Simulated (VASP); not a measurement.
**Ru: single point with PBEsol**

The system is Ru.

```
Ru
1.0
     2.51364    0.00000    0.00000
     0.00000    2.51364    0.00000
     0.00000    0.00000    2.51364
Ru
1
Cartesian
  0.0000 0.0000 0.0000
```

This cell differs from its parent crystal: volume scaled by 1.04.

```yaml
Program: VASP 6.6.1
Task: single point
Functional: PBEsol
Potentials_or_basis: VASP PAW PBE potentials, release 64 (Ru_pv)
Cutoff: 520 eV
k_mesh: 14 × 14 × 14
Occupations: fermi-dirac, width 0.1 eV
Spin: no spin polarisation
Dipole_correction: no
Further_INCAR_settings: ALGO = Normal; EDIFF = 1e-06; NBANDS = 13
```

```yaml
Pressure: -8.4 GPa
Band_gap_on_the_k_mesh: zero (band 7 reaches 13.99 eV, above the bottom of band 8 at 9.53 eV)
```

Levels at points of the mesh, in eV from the Fermi level:
```tsv
k point	band 3	band 4	band 5	band 6	band 7	band 8	band 9	band 10	band 11	band 12
(0.00, 0.00, 0.00)	-42.34	-7.17	-5.30	-5.30	1.63	1.63	1.63	10.81	16.55	16.55
(0.50, 0.00, 0.00)	-42.25	-4.55	-4.46	-0.97	-0.97	-0.28	1.88	7.29	10.81	16.38
(0.50, 0.50, 0.00)	-42.16	-6.03	-3.58	-0.46	-0.46	3.53	5.60	5.60	10.80	13.77
(0.50, 0.50, 0.50)	-43.12	-4.68	-4.68	-4.68	3.70	3.70	9.15	10.81	12.51	12.51
```

Run time: 11 s on 1 thread of Intel Xeon 6975P-C, with other jobs on the host, peak memory 0.14 GiB.

Caveat: the PAW data sets were made with another functional, which shifts forces and pressure a little.
